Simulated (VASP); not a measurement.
Here is a VASP 6.6.1 calculation.

INCAR

```
SYSTEM = ZnSe
PREC = Accurate
ENCUT = 520
EDIFF = 1E-7
ISMEAR = 0
SIGMA = 0.01
LREAL = .False.
LASPH = .True.
NELM = 60
ALGO = Normal
ISIF = 2
LWAVE = .False.
LCHARG = .False.
GGA = PS
NBANDS = 16
```

Contents of KPOINTS:

```
Automatic mesh
0
Gamma
  8 8 8
  0 0 0
```

Contents of POSCAR:

```
ZnSe
1.0
    2.8306754850      2.8306754850      0.0000000000
   -2.8306754850      2.8306754850      0.0000000000
    0.0000000000      2.8306754850      2.8081427448
Zn Se
1 1
Direct
    0.0000000000      0.0000000000      0.0000000000
    0.7500000000      0.2500000000      0.5000000000
```

Potentials or basis: VASP PAW PBE potentials, release 64 (Zn, Se).

Run with:

```console
$ cat potpaw_PBE.64/Zn/POTCAR potpaw_PBE.64/Se/POTCAR > POTCAR
$ mpirun -np 1 vasp_std > vasp.out
```

Task: What does it give for the band gap on the k mesh?

Result: 1.20 eV.

Task: Estimate the pressure.

Result: -0.2 GPa.

Stress tensor (GPa, compression positive):
```
-0.27  0.00  0.00
 0.00 -0.27  0.00
 0.00  0.00  0.02
```

Caveat: the cell differs from its parent crystal (in-plane strain +0.005); the PAW data sets were made with another functional, which shifts forces and pressure a little.
